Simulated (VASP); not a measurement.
# MgS (I4/mmm) in VASP: notebook

The runs below take MgS through electric field gradients, with LDA.

Everything below comes from runs of VASP 6.6.1. Logs are shortened: lines on timing, memory, paths and dates and some standing lists are left out, and cuts for length are marked.

### 1 The cell of the first run

The structure is tetragonal, space group I4/mmm (No. 139). The conventional cell has a = 3.679 Å, b = 3.679 Å, c = 5.151 Å, α = 90.00°, β = 90.00°, γ = 90.00°. Within 3.4 Å of Mg (site symmetry 4/mmm) lie 6 S at 2.58 to 2.60 Å. Within 3.4 Å of S (site symmetry 4/mmm) lie 6 Mg at 2.58 to 2.60 Å.

### 2 Electric field gradients, LDA (zz strain of -1 %)

INCAR reads:

```
PREC     = Accurate       # precision mode
ENCUT    = 520            # plane-wave cutoff, eV
EDIFF    = 1E-8           # SCF threshold, eV
ISMEAR   = -1             # smearing method
SIGMA    = 0.01           # smearing width, eV
LREAL    = False          # projectors in reciprocal space
LASPH    = True           # aspherical terms in the spheres
NELM     = 100            # most SCF steps
ALGO     = Normal         # electronic algorithm
ISIF     = 2              # what is computed and relaxed
LWAVE    = False          # write WAVECAR
LCHARG   = False          # write CHGCAR
LEFG     = True         
NBANDS   = 11             # bands
```

KPOINTS reads:

```
Automatic mesh
0
Gamma
  8 8 8
```

POSCAR reads:

```
MgS
1.0
    0.0000000000      2.6016500000      2.5756335000
    2.6016500000      0.0000000000      2.5756335000
    2.6016500000      2.6016500000      0.0000000000
Mg S
1 1
Direct
    0.0000000000      0.0000000000      0.0000000000
    0.5000000000      0.5000000000      0.5000000000
```

Potentials or basis: VASP PAW LDA potentials, release 64 (Mg, S).

On the command line:

```console
> cat potpaw_LDA.64/Mg/POTCAR potpaw_LDA.64/S/POTCAR > POTCAR
> mpirun -np 1 vasp_std > vasp.out
```

OUTCAR:

```text
PREC = Accurate
   ENCUT = 520
   EDIFF = 1E-8
   ISMEAR = -1
   LREAL = False
   LASPH = True
   NELM = 100
   ISIF = 2

 ion  position               nearest neighbor table
   1  0.000  0.000  0.000-   2 2.58   2 2.58   2 2.60   2 2.60   2 2.60   2 2.60
   2  0.500  0.500  0.500-   1 2.58   1 2.58   1 2.60   1 2.60   1 2.60   1 2.60

  LATTYP: Found a body centered tetragonal cell.
 ALAT       =     3.6792887145
 C/A-ratio  =     1.4000714267

  Lattice vectors:

 A1 = (   0.0000000000,  -2.6016500000,  -2.5756335000)
 A2 = (   0.0000000000,   2.6016500000,  -2.5756335000)
 A3 = (   2.6016500000,   0.0000000000,   2.5756335000)

Analysis of symmetry for initial positions (statically):
=====================================================================
 Subroutine PRICEL returns:
 Original cell was already a primitive cell.

 Routine SETGRP: Setting up the symmetry group for a
 body centered tetragonal supercell.

 Subroutine GETGRP returns: Found 16 space group operations
 (whereof 16 operations were pure point group operations)
 out of a pool of 16 trial point group operations.

The static configuration has the point symmetry D_4h.

Analysis of symmetry for dynamics (positions and initial velocities):
=====================================================================
 Subroutine PRICEL returns:
 Original cell was already a primitive cell.

 Routine SETGRP: Setting up the symmetry group for a
 body centered tetragonal supercell.

 Subroutine GETGRP returns: Found 16 space group operations
 (whereof 16 operations were pure point group operations)
 out of a pool of 16 trial point group operations.

The dynamic configuration has the point symmetry D_4h.

 Subroutine INISYM returns: Found 16 space group operations
 (whereof 16 operations are pure point group operations),
 and found     1 'primitive' translations

----------------------------------------------------------------------------------------

                                     Primitive cell

  volume of cell :      34.8668

  direct lattice vectors                    reciprocal lattice vectors
     0.000000000  2.601650000  2.575633500    -0.192185728  0.192185728  0.194126998
     2.601650000  0.000000000  2.575633500     0.192185728 -0.192185728  0.194126998
     2.601650000  2.601650000  0.000000000     0.192185728  0.192185728 -0.194126998

  length of vectors
     3.660938493  3.660938493  3.679288715     0.334000000  0.334000000  0.334000000

  position of ions in fractional coordinates (direct lattice)
     0.000000000  0.000000000  0.000000000
     0.500000000  0.500000000  0.500000000

  ion indices of the primitive-cell ions
   primitive index   ion index
                 1           1
                 2           2

----------------------------------------------------------------------------------------

 KPOINTS: Automatic mesh

Automatic generation of k-mesh.
 Grid dimensions read from file:
 generate k-points for:    8    8    8

 Generating k-lattice:

  Cartesian coordinates                     Fractional coordinates (reciprocal lattice)
    -0.024023216  0.024023216  0.024265875     0.125000000  0.000000000  0.000000000
     0.024023216 -0.024023216  0.024265875     0.000000000  0.125000000  0.000000000
     0.024023216  0.024023216 -0.024265875     0.000000000  0.000000000  0.125000000

  Length of vectors
     0.041750000  0.041750000  0.041750000

  Shift w.r.t. Gamma in fractional coordinates (k-lattice)
     0.000000000  0.000000000  0.000000000

 Subroutine IBZKPT returns following result:
 ===========================================

 Found     59 irreducible k-points:

 Following reciprocal coordinates:
            Coordinates               Weight
  0.000000  0.000000  0.000000      1.000000
  0.125000  0.000000  0.000000      8.000000
  0.250000  0.000000  0.000000      8.000000
  0.375000  0.000000  0.000000      8.000000
  0.500000  0.000000  0.000000      4.000000
  0.125000  0.125000  0.000000      2.000000
[... 16 lines left out ...]
  0.250000  0.000000  0.125000     16.000000
  0.375000  0.000000  0.125000     16.000000
 [... further k-points ...]
   k-points           NKPTS =     59   k-points in BZ     NKDIM =     59   number of bands    NBANDS=     11
   number of dos      NEDOS =    301   number of ions     NIONS =      2
   total plane-waves  NPLWV =  21952
   dimension x,y,z NGX =    28 NGY =   28 NGZ =   28
   dimension x,y,z NGXF=    56 NGYF=   56 NGZF=   56
   ions per type =               1   1
   NGX,Y,Z   is equivalent  to a cutoff of  12.72, 12.72, 12.65 a.u.
   NGXF,Y,Z  is equivalent  to a cutoff of  25.43, 25.43, 25.30 a.u.
 SYSTEM =  unknown system
   PREC   = accura    normal or accurate (medium, high low for compatibility)
   ISTART =      0    job   : 0-new  1-cont  2-samecut
   ICHARG =      2    charge: 1-file 2-atom 10-const
   ISPIN  =      1    spin polarized calculation?
   LNONCOLLINEAR =      F non collinear calculations
   LSORBIT =      F    spin-orbit coupling
   LASPH  =      T    aspherical Exc in radial PAW
   ENCUT  =  520.0 eV  38.22 Ry    6.18 a.u.   6.81  6.81  6.84*2*pi/ulx,y,z
   NELM   =    100;   NELMIN=  2; NELMDL= -5     # of ELM steps
   EDIFF  = 0.1E-07   stopping-criterion for ELM
   LREAL  =      F    real-space projection
   EDIFFG = 0.1E-06   stopping-criterion for IOM
   NSW    =      0    number of steps for IOM
   IBRION =     -1    ionic relax: 0-MD 1-quasi-New 2-CG
   NFREE  =      0    steps in history (QN), initial steepest desc. (CG)
   ISIF   =      2    stress and relaxation
   ISYM   =      2    0-nonsym 1-usesym 2-fastsym
   POTIM  = 0.5000    time-step for ionic-motion
   TEBEG  =    0.0;   TEEND  =   0.0 temperature during run
   PSTRESS=    0.0 pullay stress
   NELECT =       8.0000    total number of electrons
   NUPDOWN=      -1.0000    fix difference up-down
   EMIN   =  10.00;   EMAX   =-10.00  energy-range for DOS
   EFERMI =   0.00;   METHOD = LEGACY
   ISMEAR =    -1;   SIGMA  =   0.01  broadening in eV -4-tet -1-fermi 0-gaus
   EFERMI_NEDOS =   21; number of points for ismear=-14 and -15
   IALGO  =     38    algorithm
   IMIX   =      4    mixing-type and parameters
     AMIX     =   0.40;   BMIX     =  1.00
     AMIX_MAG =   1.60;   BMIX_MAG =  1.00
  volume/ion in A,a.u.               =      17.43       117.65
  Fermi-wavevector in a.u.,A,eV,Ry     =   1.002230  1.893941 13.666586  1.004466
  Thomas-Fermi vector in A             =   2.134704
   LORBIT       =      0    0 simple, 1 ext, 2 COOP (PROOUT), +10 PAW based schemes
   GGA     = CA    functional components
   LHFCALC =     F    Hartree Fock is set to
   AEXX    =    0.0000 exact exchange contribution
   IVDW    =     0    specifies the selected vdW correction
   LEPSILON=     F    determine dielectric tensor
   LRPA    =     F    only Hartree local field effects (RPA)
 non-spin polarized calculation
  energy-cutoff  :      520.00
  volume of cell :       34.87
 maximum number of plane-waves:       952
   NGX = 13   NGY = 13   NGZ = 13

 number of electron       7.9999999 magnetization

 Free energy of the ion-electron system (eV)
  ---------------------------------------------------
  ext. energy  EPLUGINS =         0.00000000
  ---------------------------------------------------
  free energy    TOTEN  =        -9.57817394 eV

  energy without entropy =       -9.57817394  energy(sigma->0) =       -9.57817394

 E-fermi :   3.9408     XC(G=0): -10.0292

 val. band max:        3.6863635016   @ k =   0.0000   0.0000   0.0000
 cond. band min:       6.2165465569   @ k =   0.5000   0.5000   0.0000
 fundamental gap:      2.5301830553
 Fermi energy:         3.9408026772

 k-point     1 :       0.0000    0.0000    0.0000
  band No.  band energies     occupation
      1      -9.0271      2.00000
      2       3.6405      2.00000
      3       3.6864      2.00000
      4       3.6864      2.00000
      5       7.2425      0.00000
      6      11.4682      0.00000
      7      11.4682      0.00000
      8      11.5728      0.00000
      9      13.8777      0.00000
     10      14.0171      0.00000
     11      16.0501      0.00000
[... 309 lines left out ...]
 k-point    24 :       0.3750    0.0000    0.1250
  band No.  band energies     occupation
      1      -7.9959      2.00000
      2      -0.1728      2.00000
      3       2.7207      2.00000
      4       2.8631      2.00000
      5       8.8138      0.00000
      6      10.1134      0.00000
      7      11.6325      0.00000
      8      11.8863      0.00000
      9      14.9393      0.00000
     10      16.4122      0.00000
     11      16.4586      0.00000

 [... further k-points ...]
[... 5 lines left out ...]
  --------------------------------------------------------------------------------------
  -------------------------------------------------------------------------------------
  Total       -0.7529407     -0.7529407     -0.5294880      0.0000000     -0.0000000      0.0000000
  in kB      -34.5986814    -34.5986814    -24.3307151      0.0000000     -0.0000000      0.0000000
  external PRESSURE =     -31.1760260 kB  Pullay stress =       0.0000000 kB

 VOLUME and BASIS-vectors are now :
 -----------------------------------------------------------------------------
  energy-cutoff  :      520.00
  volume of cell :       34.87
      direct lattice vectors                 reciprocal lattice vectors
     0.000000000  2.601650000  2.575633500    -0.192185728  0.192185728  0.194126998
     2.601650000  0.000000000  2.575633500     0.192185728 -0.192185728  0.194126998
     2.601650000  2.601650000  0.000000000     0.192185728  0.192185728 -0.194126998

 POSITION                                       TOTAL-FORCE (eV/Angst)
 -----------------------------------------------------------------------------------
      0.00000      0.00000      0.00000         0.000000     -0.000000      0.000000
      2.60165      2.60165      2.57563        -0.000000      0.000000     -0.000000
 -----------------------------------------------------------------------------------
    total drift:                                0.000000      0.000000      0.000000

  FREE ENERGIE OF THE ION-ELECTRON SYSTEM (eV)
  ---------------------------------------------------
  free  energy   TOTEN  =        -9.5781739439 eV

  energy  without entropy=       -9.5781739439  energy(sigma->0) =       -9.57817394

 Electric field gradients (V/A^2)
---------------------------------------------------------------------
 ion       V_xx      V_yy      V_zz      V_xy      V_xz      V_yz
---------------------------------------------------------------------
   1       0.871     0.871    -1.742     0.000     0.000     0.000
   2       0.422     0.422    -0.844    -0.000    -0.000    -0.000
---------------------------------------------------------------------

 Electric field gradients after diagonalization (V/A^2)
 (convention: |V_zz| > |V_xx| > |V_yy|)
----------------------------------------------------------------------
 ion       V_xx      V_yy      V_zz     asymmetry (V_yy - V_xx)/ V_zz
----------------------------------------------------------------------
   1       0.871     0.871    -1.742       0.000
   2       0.422     0.422    -0.844       0.001
----------------------------------------------------------------------

           NMR quadrupolar parameters

 Cq : quadrupolar parameter    Cq=e*Q*V_zz/h
 eta: asymmetry parameters     (V_yy - V_xx)/ V_zz
 Q  : nuclear electric quadrupole moment in mb (millibarn)
----------------------------------------------------------------------
 ion       Cq(MHz)       eta       Q (mb)
----------------------------------------------------------------------
   1      -0.004       0.000       1.000
   2      -0.002       0.001       1.000
----------------------------------------------------------------------
```

Wall time 36 s (1 thread of Intel Xeon 8259CL, shared host); peak memory 0.15 GiB.

What came out:

| Property | Result |
| --- | --- |
| Free energy | -9.5782 eV |
| Pressure | -3.1 GPa |
| Band gap on the k mesh | 2.53 eV, indirect (least direct gap 3.56 eV) |

Electric field gradients, principal values (V/Å²):
| atom | least | middle | greatest (by size) |
| --- | --- | --- | --- |
| 1 Mg | 0.871 | 0.871 | -1.742 |
| 2 S | 0.422 | 0.422 | -0.844 |

Caveat: the cell differs from its parent crystal (zz strain of -1 %); without QUAD_EFG the Cq values of the log hold for a quadrupole moment of 1 mb, not for the nuclei. A k mesh can miss the band edges.

### 3 Electric field gradients, LDA (zz strain of -1 %)

INCAR reads:

```
SYSTEM = MgS
  PREC = Accurate
  ENCUT = 520
  EDIFF = 1E-8
  ISMEAR = -1
  SIGMA = 0.01
  LREAL = .FALSE.
  LASPH = .TRUE.
  NELM = 80
  ALGO = Normal
  ISIF = 2
  LWAVE = .FALSE.
  LCHARG = .FALSE.
  LEFG = .TRUE.
  NBANDS = 11
```

KPOINTS reads:

```
regular mesh
0
G
  8 8 8
  0 0 0
```

POSCAR is that of step 2.

Potentials or basis: VASP PAW LDA potentials, release 64 (Mg, S).

On the command line:

```console
> cat potpaw_LDA.64/Mg/POTCAR potpaw_LDA.64/S/POTCAR > POTCAR
> mpirun -np 1 vasp_std > vasp.out
```

OUTCAR:

```text
SYSTEM = MgS
   PREC = Accurate
   ENCUT = 520
   EDIFF = 1E-8
   ISMEAR = -1
   LREAL = .FALSE.
   LASPH = .TRUE.
   NELM = 80
   ISIF = 2

 ion  position               nearest neighbor table
   1  0.000  0.000  0.000-   2 2.58   2 2.58   2 2.60   2 2.60   2 2.60   2 2.60
   2  0.500  0.500  0.500-   1 2.58   1 2.58   1 2.60   1 2.60   1 2.60   1 2.60

  LATTYP: Found a body centered tetragonal cell.
 ALAT       =     3.6792887145
 C/A-ratio  =     1.4000714267

  Lattice vectors:

 A1 = (   0.0000000000,  -2.6016500000,  -2.5756335000)
 A2 = (   0.0000000000,   2.6016500000,  -2.5756335000)
 A3 = (   2.6016500000,   0.0000000000,   2.5756335000)
[... 547 lines left out ...]
  free  energy   TOTEN  =        -9.5781739439 eV

  energy  without entropy=       -9.5781739439  energy(sigma->0) =       -9.57817394

 Electric field gradients (V/A^2)
---------------------------------------------------------------------
 ion       V_xx      V_yy      V_zz      V_xy      V_xz      V_yz
---------------------------------------------------------------------
   1       0.871     0.871    -1.742     0.000     0.000     0.000
   2       0.422     0.422    -0.844    -0.000    -0.000    -0.000
---------------------------------------------------------------------

 Electric field gradients after diagonalization (V/A^2)
 (convention: |V_zz| > |V_xx| > |V_yy|)
----------------------------------------------------------------------
 ion       V_xx      V_yy      V_zz     asymmetry (V_yy - V_xx)/ V_zz
----------------------------------------------------------------------
   1       0.871     0.871    -1.742       0.000
   2       0.422     0.422    -0.844       0.001
----------------------------------------------------------------------

           NMR quadrupolar parameters

 Cq : quadrupolar parameter    Cq=e*Q*V_zz/h
 eta: asymmetry parameters     (V_yy - V_xx)/ V_zz
 Q  : nuclear electric quadrupole moment in mb (millibarn)
----------------------------------------------------------------------
 ion       Cq(MHz)       eta       Q (mb)
----------------------------------------------------------------------
   1      -0.004       0.000       1.000
   2      -0.002       0.001       1.000
----------------------------------------------------------------------
```

stdout:

```text
POSCAR found type information on POSCAR MgS
 POSCAR found :  2 types and       2 ions
 scaLAPACK will be used
 LDA part: xc-table for (Slater(with rela. corr.)+CA(PZ))
 , standard interpolation
 POSCAR, INCAR and KPOINTS ok, starting setup
 FFT: planning ... GRIDC
 FFT: planning ... GRID_SOFT
 FFT: planning ... GRID
 WAVECAR not read
 entering main loop
ion   1

ion   2
```

It took 34 s on 1 thread of Intel Xeon 8259CL, shared host; peak memory 0.15 GiB.

Results:

| Item | Value |
| --- | --- |
| Free energy | -9.5782 eV |
| Pressure | -3.1 GPa |
| Band gap on the k mesh | 2.53 eV, indirect (least direct gap 3.56 eV) |

Electric field gradients, principal values (V/Å²):
| atom | least | middle | greatest (by size) |
| --- | --- | --- | --- |
| 1 Mg | 0.871 | 0.871 | -1.742 |
| 2 S | 0.422 | 0.422 | -0.844 |

Caveat: the cell differs from its parent crystal (zz strain of -1 %); without QUAD_EFG the Cq values of the log hold for a quadrupole moment of 1 mb, not for the nuclei. A k mesh can miss the band edges.
